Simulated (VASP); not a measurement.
# MgB2 (I4/mcm) in VASP: further runs

Runs on MgB2. Level: PBE. Tasks: single point, relaxation of cell and atoms.

Program: VASP 6.6.1. These are calculated values, not measurements. Logs are shortened: lines on timing, memory, paths and dates and some standing lists are left out, and cuts for length are marked.

## Step 1: The cell of the first run

The structure is tetragonal, space group I4/mcm (No. 140). Conventional cell: a = 5.337 Å, b = 5.337 Å, c = 4.285 Å, α = 90.00°, β = 90.00°, γ = 90.00°. Mg (site symmetry 422) has 2 Mg at 2.14 Å and 8 B at 2.29 Å within 2.8 Å. B (site symmetry m2m) has 4 Mg at 2.29 Å and 11 B at 2.33 to 2.86 Å within 3.0 Å.

The cell was generated, and may not be a known phase.

## Step 2: Single point, PBE

Contents of INCAR:

```
ALGO = Normal ; EDIFF = 1E-6
ENCUT = 520 ; GGA = PE
ISIF = 2 ; ISMEAR = 0
LASPH = T ; LCHARG = F
LREAL = F ; LWAVE = F
NBANDS = 17 ; NELM = 60
PREC = Accurate ; SIGMA = 0.1
```

Contents of KPOINTS:

```
k-points
0
Gamma
  6 6 6
```

Contents of POSCAR:

```
MgB2
1.0
   -2.6683866200      2.6683866200      2.1425505500
    2.6683866200     -2.6683866200      2.1425505500
    2.6683866200      2.6683866200     -2.1425505500
Mg B
2 4
Direct
    0.7500000000      0.7500000000      0.0000000000
    0.2500000000      0.2500000000      0.0000000000
    0.3454360100      0.1545639900      0.5000000000
    0.1545639900      0.6545639900      0.8091279900
    0.8454360100      0.3454360100      0.1908720100
    0.6545639900      0.8454360100      0.5000000000
```

Potentials or basis: VASP PAW PBE potentials, release 64 (Mg, B).

Run with:

```console
$ cat potpaw_PBE.64/Mg/POTCAR potpaw_PBE.64/B/POTCAR > POTCAR
$ mpirun -np 1 vasp_std > vasp.out
```

OUTCAR:

```text
EDIFF = 1E-6
   ENCUT = 520
   GGA = PE
   ISIF = 2
   ISMEAR = 0
   LASPH = T
   LREAL = F
   NELM = 60
   PREC = Accurate

 ion  position               nearest neighbor table
   1  0.750  0.750  0.000-   2 2.14   2 2.14   5 2.29   4 2.29   4 2.29   5 2.29   6 2.29   6 2.29
                             3 2.29   3 2.29
   2  0.250  0.250  0.000-   1 2.14   1 2.14   5 2.29   4 2.29   4 2.29   5 2.29   3 2.29   3 2.29
                             6 2.29   6 2.29
   3  0.345  0.155  0.500-   2 2.29   2 2.29   1 2.29   1 2.29
   4  0.155  0.655  0.809-   1 2.29   2 2.29   1 2.29   2 2.29
   5  0.845  0.345  0.191-   1 2.29   2 2.29   1 2.29   2 2.29
   6  0.655  0.845  0.500-   1 2.29   1 2.29   2 2.29   2 2.29

  LATTYP: Found a body centered tetragonal cell.
 ALAT       =     5.3367732400
 C/A-ratio  =     0.8029385749

  Lattice vectors:

 A1 = (  -2.6683866200,   2.6683866200,   2.1425505500)
 A2 = (   2.6683866200,  -2.6683866200,   2.1425505500)
 A3 = (   2.6683866200,   2.6683866200,  -2.1425505500)

Analysis of symmetry for initial positions (statically):
=====================================================================
 Subroutine PRICEL returns:
 Original cell was already a primitive cell.

 Routine SETGRP: Setting up the symmetry group for a
 body centered tetragonal supercell.

 Subroutine GETGRP returns: Found 16 space group operations
 (whereof  8 operations were pure point group operations)
 out of a pool of 16 trial point group operations.

The static configuration has the point symmetry C_4h.
 The point group associated with its full space group is D_4h.

Analysis of symmetry for dynamics (positions and initial velocities):
=====================================================================
 Subroutine PRICEL returns:
 Original cell was already a primitive cell.

 Routine SETGRP: Setting up the symmetry group for a
 body centered tetragonal supercell.

 Subroutine GETGRP returns: Found 16 space group operations
 (whereof  8 operations were pure point group operations)
 out of a pool of 16 trial point group operations.

The dynamic configuration has the point symmetry C_4h.
 The point group associated with its full space group is D_4h.

 Subroutine INISYM returns: Found 16 space group operations
 (whereof  8 operations are pure point group operations),
 and found     1 'primitive' translations

[... 104 lines left out ...]
   EDIFFG = 0.1E-04   stopping-criterion for IOM
   NSW    =      0    number of steps for IOM
   IBRION =     -1    ionic relax: 0-MD 1-quasi-New 2-CG
   NFREE  =      0    steps in history (QN), initial steepest desc. (CG)
   ISIF   =      2    stress and relaxation
   ISYM   =      2    0-nonsym 1-usesym 2-fastsym
   POTIM  = 0.5000    time-step for ionic-motion
   TEBEG  =    0.0;   TEEND  =   0.0 temperature during run
   PSTRESS=    0.0 pullay stress
   NELECT =      16.0000    total number of electrons
   NUPDOWN=      -1.0000    fix difference up-down
   EMIN   =  10.00;   EMAX   =-10.00  energy-range for DOS
   EFERMI =   0.00;   METHOD = LEGACY
   ISMEAR =     0;   SIGMA  =   0.10  broadening in eV -4-tet -1-fermi 0-gaus
   EFERMI_NEDOS =   21; number of points for ismear=-14 and -15
   IALGO  =     38    algorithm
   IMIX   =      4    mixing-type and parameters
     AMIX     =   0.40;   BMIX     =  1.00
     AMIX_MAG =   1.60;   BMIX_MAG =  1.00
  volume/ion in A,a.u.               =      10.17        68.63
  Fermi-wavevector in a.u.,A,eV,Ry     =   1.047817  1.980086 14.938105  1.097920
  Thomas-Fermi vector in A             =   2.182713
   LORBIT       =      0    0 simple, 1 ext, 2 COOP (PROOUT), +10 PAW based schemes
   GGA     = PE    functional components
   LHFCALC =     F    Hartree Fock is set to
   AEXX    =    0.0000 exact exchange contribution
   IVDW    =     0    specifies the selected vdW correction
   LEPSILON=     F    determine dielectric tensor
   LRPA    =     F    only Hartree local field effects (RPA)
 non-spin polarized calculation
 Gauss-broadening in eV      SIGMA  =   0.10
  energy-cutoff  :      520.00
  volume of cell :       61.02
 maximum number of plane-waves:      1660
   NGX = 17   NGY = 17   NGZ = 17

 number of electron      16.0000001 magnetization

 Free energy of the ion-electron system (eV)
  ---------------------------------------------------
  ext. energy  EPLUGINS =         0.00000000
  ---------------------------------------------------
  free energy    TOTEN  =       -16.86697488 eV

  energy without entropy =      -16.84102745  energy(sigma->0) =      -16.85400116

 E-fermi :   5.1211     XC(G=0): -10.9602

 val. band max:        5.1195984065   @ k =  -0.3333   0.1667  -0.0000
 cond. band min:       5.1336935220   @ k =   0.1667   0.0000  -0.0000
 fundamental gap:      0.0140951155
 Fermi energy:         5.1210989167

 k-point     1 :       0.0000    0.0000    0.0000
  band No.  band energies     occupation
      1      -6.8346      2.00000
      2       0.9453      2.00000
      3       1.7416      2.00000
      4       1.7416      2.00000
      5       3.2365      2.00000
      6       3.2365      2.00000
[... 457 lines left out ...]
      4      -0.1864      2.00000
      5       1.4163      2.00000
      6       1.6986      2.00000
[... 9 lines left out ...]
     16      11.4149      0.00000
     17      14.4961      0.00000

 [... further k-points ...]

------------------------ aborting loop because EDIFF is reached ----------------------------------------

  FORCE on cell =-STRESS in cart. coord.  units (eV):
  Direction    XX          YY          ZZ          XY          YZ          ZX
  --------------------------------------------------------------------------------------
  -------------------------------------------------------------------------------------
  Total        5.1739545      5.1739545     17.1432769      0.0000000      0.0000000      0.0000000
  in kB      135.8452987    135.8452987    450.1070797      0.0000000      0.0000000      0.0000000
  external PRESSURE =     240.5992257 kB  Pullay stress =       0.0000000 kB

 VOLUME and BASIS-vectors are now :
 -----------------------------------------------------------------------------
  energy-cutoff  :      520.00
  volume of cell :       61.02
      direct lattice vectors                 reciprocal lattice vectors
    -2.668386620  2.668386620  2.142550550     0.000000000  0.187379144  0.233366723
     2.668386620 -2.668386620  2.142550550     0.187379144  0.000000000  0.233366723
     2.668386620  2.668386620 -2.142550550     0.187379144  0.187379144  0.000000000

 POSITION                                       TOTAL-FORCE (eV/Angst)
 -----------------------------------------------------------------------------------
      0.00000      0.00000      3.21383        -0.000000     -0.000000     -0.000000
      0.00000      0.00000      1.07128        -0.000000     -0.000000     -0.000000
      0.82487      1.84351      0.00000        -1.030619      1.030619     -0.000000
      3.49326      0.82487     -0.00000        -1.030619     -1.030619      0.000000
     -0.82487      1.84351      2.14255         1.030619      1.030619     -0.000000
      1.84351      0.82487      2.14255         1.030619     -1.030619     -0.000000
 -----------------------------------------------------------------------------------
    total drift:                               -0.000000     -0.000000      0.000000

  FREE ENERGIE OF THE ION-ELECTRON SYSTEM (eV)
  ---------------------------------------------------
  free  energy   TOTEN  =       -16.8669748777 eV

  energy  without entropy=      -16.8410274502  energy(sigma->0) =      -16.85400116
```

stdout:

```text
POSCAR found type information on POSCAR MgB
 POSCAR found :  2 types and       6 ions
 scaLAPACK will be used
 LDA part: xc-table for (Slater+PW92), standard interpolation
 POSCAR, INCAR and KPOINTS ok, starting setup
 FFT: planning ... GRIDC
 FFT: planning ... GRID_SOFT
 FFT: planning ... GRID
 WAVECAR not read
 entering main loop
```

It took 13 s on 1 thread of AMD EPYC 9R45 (Zen 5), shared host; peak memory 0.15 GiB.

Results:

| Property | Result |
| --- | --- |
| Free energy | -16.8670 eV |
| Pressure | 24.1 GPa |
| Largest force | 1.458 eV/Å |
| Band gap on the k mesh | zero (bands 8 and 9 overlap by 2.30 eV) |

Forces in eV/Å, atoms in the order of the input:
```
Mg   0.000  0.000  0.000
Mg   0.000  0.000  0.000
B   -1.031  1.031  0.000
B   -1.031 -1.031  0.000
B    1.031  1.031  0.000
B    1.031 -1.031  0.000
```

Levels at points of the mesh, in eV from the Fermi level:
| k point | band 4 | band 5 | band 6 | band 7 | band 8 | band 9 | band 10 | band 11 | band 12 | band 13 |
| --- | --- | --- | --- | --- | --- | --- | --- | --- | --- | --- |
| (0.00, 0.00, 0.00) | -3.38 | -1.88 | -1.88 | -1.67 | -1.44 | -1.21 | -1.17 | -1.17 | -0.55 | 2.40 |
| (0.50, 0.00, 0.00) | -5.23 | -4.13 | -4.13 | -0.67 | -0.67 | 1.97 | 1.97 | 3.31 | 3.31 | 4.00 |
| (0.50, 0.50, 0.00) | -3.32 | -3.10 | -1.80 | -1.80 | -1.63 | -1.18 | 0.34 | 1.93 | 2.65 | 4.37 |
| (0.50, 0.50, 0.50) | -6.07 | -5.28 | -4.78 | 1.10 | 1.10 | 1.81 | 1.92 | 2.62 | 4.01 | 4.01 |

Caveat: the stress differs along the axes, from 14 to 45 GPa; forces of over 1 eV/Å act on the atoms, so gaps and moduli don't describe the material at rest.

(Continued in part 2 of 2.)

The gap in the log of VASP goes by the Fermi energy; the results here count the filled bands.